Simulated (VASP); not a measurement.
A run of VASP 6.6.1 is set up as follows.

The input INCAR:

```
PREC     = Accurate       # precision mode
ENCUT    = 520            # plane-wave cutoff, eV
EDIFF    = 1E-6           # SCF threshold, eV
ISMEAR   = -1             # smearing method
SIGMA    = 0.05           # smearing width, eV
LREAL    = False          # projectors in reciprocal space
LASPH    = True           # aspherical terms in the spheres
NELM     = 80             # most SCF steps
ALGO     = Normal         # electronic algorithm
ISIF     = 2              # what is computed and relaxed
LWAVE    = False          # write WAVECAR
LCHARG   = False          # write CHGCAR
GGA      = CA             # functional
NBANDS   = 18             # bands
```

The input KPOINTS:

```
regular mesh
0
Gamma
  14 14 8
```

Contents of POSCAR:

```
Ag
1.0
    2.9299980804      0.0146499904      0.0146499904
   -1.4523117764      2.5301277755      0.0053622686
    0.0239500000      0.0239500000      4.7900000000
Ag
2
Direct
    0.3333333333      0.6666666667      0.2500000000
    0.6666666667      0.3333333333      0.7500000000
```

Potentials or basis: VASP PAW LDA potentials, release 64 (Ag).

Run with:

```bash
$ cat potpaw_LDA.64/Ag/POTCAR > POTCAR
$ mpirun -np 1 vasp_std > vasp.out
```

(1) Estimate the largest force.

(2) Predict the pressure.

(3) What does it give for the band gap on the k mesh?

Results:

(1) 0.007 eV/Å.

(2) -10.4 GPa.

(3) zero (bands 11 and 12 overlap by 6.84 eV).

Caveat: the cell differs from its parent crystal (equal xy, yz and zx shear strains of +1 %); the cell stands under tension.
